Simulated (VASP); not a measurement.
# GaN (Fm-3m) in VASP: single point with PBE

Aim: the single point of GaN with PBE.

Everything below comes from runs of VASP 6.6.1. Logs are shortened: lines on timing, memory, paths and dates and some standing lists are left out, and cuts for length are marked.

## 1. The cell of the first run

It takes space group Fm-3m (No. 225, cubic). The conventional cell has a = 4.270 Å, b = 4.270 Å, c = 4.270 Å, α = 90.00°, β = 90.00°, γ = 90.00°. Ga (site symmetry m-3m) has 6 N at 2.14 Å within 2.8 Å. Within 2.8 Å of N (site symmetry m-3m) lie 6 Ga at 2.14 Å.

## 2. Single point, PBE

INCAR reads:

```
SYSTEM = GaN
PREC = Accurate ; ENCUT = 600
EDIFF = 1E-6 ; ISMEAR = 0
SIGMA = 0.01 ; LREAL = .FALSE.
LASPH = .TRUE. ; NELM = 120
ALGO = Normal ; ISIF = 2
LWAVE = .FALSE. ; LCHARG = .FALSE.
GGA = PE ; NBANDS = 16
GGA_COMPAT = .FALSE.
```

KPOINTS reads:

```
regular mesh
0
G
  5 5 5
  0 0 0
```

POSCAR reads:

```
GaN
1.0
    0.0000000000      2.1352350000      2.1352350000
    2.1352350000      0.0000000000      2.1352350000
    2.1352350000      2.1352350000      0.0000000000
Ga N
1 1
Direct
    0.0000000000      0.0000000000      0.0000000000
    0.5000000000      0.5000000000      0.5000000000
```

Potentials or basis: VASP PAW PBE potentials, release 64 (Ga_d, N).

Run with:

```console
$ cat potpaw_PBE.64/Ga_d/POTCAR potpaw_PBE.64/N/POTCAR > POTCAR
$ mpirun -np 1 vasp_std > vasp.out
```

OUTCAR:

```text
SYSTEM = GaN
   PREC = Accurate
   ENCUT = 600
   EDIFF = 1E-6
   ISMEAR = 0
   LREAL = .FALSE.
   LASPH = .TRUE.
   NELM = 120
   ISIF = 2
   GGA = PE

 ion  position               nearest neighbor table
   1  0.000  0.000  0.000-   2 2.14   2 2.14   2 2.14   2 2.14   2 2.14   2 2.14
   2  0.500  0.500  0.500-   1 2.14   1 2.14   1 2.14   1 2.14   1 2.14   1 2.14

  LATTYP: Found a face centered cubic cell.
 ALAT       =     4.2704700000

  Lattice vectors:

 A1 = (   0.0000000000,   2.1352350000,   2.1352350000)
 A2 = (   2.1352350000,   0.0000000000,   2.1352350000)
 A3 = (   2.1352350000,   2.1352350000,   0.0000000000)

Analysis of symmetry for initial positions (statically):
=====================================================================
 Subroutine PRICEL returns:
 Original cell was already a primitive cell.

 Routine SETGRP: Setting up the symmetry group for a
 face centered cubic supercell.

 Subroutine GETGRP returns: Found 48 space group operations
 (whereof 48 operations were pure point group operations)
 out of a pool of 48 trial point group operations.

The static configuration has the point symmetry O_h .

Analysis of symmetry for dynamics (positions and initial velocities):
=====================================================================
 Subroutine PRICEL returns:
 Original cell was already a primitive cell.

 Routine SETGRP: Setting up the symmetry group for a
 face centered cubic supercell.

 Subroutine GETGRP returns: Found 48 space group operations
 (whereof 48 operations were pure point group operations)
 out of a pool of 48 trial point group operations.

The dynamic configuration has the point symmetry O_h .

 Subroutine INISYM returns: Found 48 space group operations
 (whereof 48 operations are pure point group operations),
 and found     1 'primitive' translations

----------------------------------------------------------------------------------------

                                     Primitive cell

  volume of cell :      19.4700

  direct lattice vectors                    reciprocal lattice vectors
     0.000000000  2.135235000  2.135235000    -0.234166263  0.234166263  0.234166263
     2.135235000  0.000000000  2.135235000     0.234166263 -0.234166263  0.234166263
     2.135235000  2.135235000  0.000000000     0.234166263  0.234166263 -0.234166263

  length of vectors
     3.019678296  3.019678296  3.019678296     0.405587864  0.405587864  0.405587864

  position of ions in fractional coordinates (direct lattice)
[... 64 lines left out ...]
   EDIFF  = 0.1E-05   stopping-criterion for ELM
   LREAL  =      F    real-space projection
   EDIFFG = 0.1E-04   stopping-criterion for IOM
   NSW    =      0    number of steps for IOM
   IBRION =     -1    ionic relax: 0-MD 1-quasi-New 2-CG
   NFREE  =      0    steps in history (QN), initial steepest desc. (CG)
   ISIF   =      2    stress and relaxation
   ISYM   =      2    0-nonsym 1-usesym 2-fastsym
   POTIM  = 0.5000    time-step for ionic-motion
   TEBEG  =    0.0;   TEEND  =   0.0 temperature during run
   PSTRESS=    0.0 pullay stress
   NELECT =      18.0000    total number of electrons
   NUPDOWN=      -1.0000    fix difference up-down
   EMIN   =  10.00;   EMAX   =-10.00  energy-range for DOS
   EFERMI =   0.00;   METHOD = LEGACY
   ISMEAR =     0;   SIGMA  =   0.01  broadening in eV -4-tet -1-fermi 0-gaus
   EFERMI_NEDOS =   21; number of points for ismear=-14 and -15
   IALGO  =     38    algorithm
   IMIX   =      4    mixing-type and parameters
     AMIX     =   0.40;   BMIX     =  1.00
     AMIX_MAG =   1.60;   BMIX_MAG =  1.00
  volume/ion in A,a.u.               =       9.74        65.70
  Fermi-wavevector in a.u.,A,eV,Ry     =   1.594814  3.013761 34.605481  2.543431
  Thomas-Fermi vector in A             =   2.692830
   LORBIT       =      0    0 simple, 1 ext, 2 COOP (PROOUT), +10 PAW based schemes
   GGA     = PE    functional components
   LHFCALC =     F    Hartree Fock is set to
   AEXX    =    0.0000 exact exchange contribution
   IVDW    =     0    specifies the selected vdW correction
   LEPSILON=     F    determine dielectric tensor
   LRPA    =     F    only Hartree local field effects (RPA)
 non-spin polarized calculation
 Gauss-broadening in eV      SIGMA  =   0.01
  energy-cutoff  :      600.00
  volume of cell :       19.47
 maximum number of plane-waves:       660
   NGX = 13   NGY = 13   NGZ = 13

 number of electron      18.0000005 magnetization

 Free energy of the ion-electron system (eV)
  ---------------------------------------------------
  ext. energy  EPLUGINS =         0.00000000
  ---------------------------------------------------
  free energy    TOTEN  =       -11.16640723 eV

  energy without entropy =      -11.16640723  energy(sigma->0) =      -11.16640723

 E-fermi :   7.6599     XC(G=0): -12.9010

 val. band max:        7.5242843049   @ k =  -0.2000   0.2000   0.0000
 cond. band min:       8.6501871481   @ k =   0.4000   0.4000   0.0000
 fundamental gap:      1.1259028432
 Fermi energy:         7.6598752311

 k-point     1 :       0.0000    0.0000    0.0000
  band No.  band energies     occupation
      1      -9.4612      2.00000
      2      -6.5044      2.00000
      3      -6.5044      2.00000
      4      -6.5044      2.00000
      5      -6.4167      2.00000
      6      -6.4167      2.00000
[... 167 lines left out ...]
      3      -6.5059      2.00000
      4      -6.4136      2.00000
      5      -6.2767      2.00000
      6      -4.3411      2.00000
[... 8 lines left out ...]
     15      27.5637      0.00000
     16      34.2051      0.00000

------------------------ aborting loop because EDIFF is reached ----------------------------------------

  FORCE on cell =-STRESS in cart. coord.  units (eV):
  Direction    XX          YY          ZZ          XY          YZ          ZX
  --------------------------------------------------------------------------------------
  -------------------------------------------------------------------------------------
  Total       -0.0175172     -0.0175172     -0.0175172     -0.0000000      0.0000000      0.0000000
  in kB       -1.4414807     -1.4414807     -1.4414807     -0.0000000      0.0000000      0.0000000
  external PRESSURE =      -1.4414807 kB  Pullay stress =       0.0000000 kB

 VOLUME and BASIS-vectors are now :
 -----------------------------------------------------------------------------
  energy-cutoff  :      600.00
  volume of cell :       19.47
      direct lattice vectors                 reciprocal lattice vectors
     0.000000000  2.135235000  2.135235000    -0.234166263  0.234166263  0.234166263
     2.135235000  0.000000000  2.135235000     0.234166263 -0.234166263  0.234166263
     2.135235000  2.135235000  0.000000000     0.234166263  0.234166263 -0.234166263

 POSITION                                       TOTAL-FORCE (eV/Angst)
 -----------------------------------------------------------------------------------
      0.00000      0.00000      0.00000         0.000000     -0.000000      0.000000
      2.13524      2.13524      2.13524        -0.000000      0.000000      0.000000
 -----------------------------------------------------------------------------------
    total drift:                                0.000000     -0.000000     -0.000000

  FREE ENERGIE OF THE ION-ELECTRON SYSTEM (eV)
  ---------------------------------------------------
  free  energy   TOTEN  =       -11.1664072292 eV

  energy  without entropy=      -11.1664072292  energy(sigma->0) =      -11.16640723
```

OSZICAR:

```text
N       E                     dE             d eps       ncg     rms          rms(c)
DAV:   1     0.706715189761E+02    0.70672E+02   -0.10472E+04   392   0.229E+03
DAV:   2    -0.860062255452E+01   -0.79272E+02   -0.73551E+02   352   0.318E+02
DAV:   3    -0.129512832659E+02   -0.43507E+01   -0.43392E+01   384   0.657E+01
DAV:   4    -0.129876115875E+02   -0.36328E-01   -0.36324E-01   384   0.632E+00
DAV:   5    -0.129881124773E+02   -0.50089E-03   -0.50085E-03   384   0.701E-01    0.728E+00
DAV:   6    -0.111883662594E+02    0.17997E+01   -0.44080E+00   456   0.393E+01    0.235E+00
DAV:   7    -0.111814919280E+02    0.68743E-02   -0.24360E-01   368   0.534E+00    0.155E+00
DAV:   8    -0.111685639680E+02    0.12928E-01   -0.36765E-02   368   0.230E+00    0.541E-01
DAV:   9    -0.111663834520E+02    0.21805E-02   -0.78632E-03   392   0.198E+00    0.117E-01
DAV:  10    -0.111664151674E+02   -0.31715E-04   -0.69646E-04   368   0.345E-01    0.266E-02
DAV:  11    -0.111664057287E+02    0.94387E-05   -0.56374E-05   400   0.962E-02    0.859E-03
DAV:  12    -0.111664073057E+02   -0.15770E-05   -0.43196E-06   376   0.324E-02    0.381E-03
DAV:  13    -0.111664072292E+02    0.76490E-07   -0.22093E-07   200   0.475E-03
   1 F= -.11166407E+02 E0= -.11166407E+02  d E =-.774628E-83
```

stdout:

```text
POSCAR found type information on POSCAR GaN
 POSCAR found :  2 types and       2 ions
 scaLAPACK will be used
 LDA part: xc-table for (Slater+PW92), standard interpolation
 POSCAR, INCAR and KPOINTS ok, starting setup
 FFT: planning ... GRIDC
 FFT: planning ... GRID_SOFT
 FFT: planning ... GRID
 WAVECAR not read
 entering main loop
```

Wall time 6.9 s (1 thread of Intel Xeon 8259CL, shared host); peak memory 0.14 GiB.

Results:

| Property | Result |
| --- | --- |
| Free energy | -11.1664 eV |
| Pressure | -0.1 GPa |
| Band gap on the k mesh | 1.13 eV, indirect (least direct gap 2.35 eV) |

Caveat: the k points lie up to 0.51 Å⁻¹ apart. A hybrid or GW would open this gap; PBE tends to underestimate it.
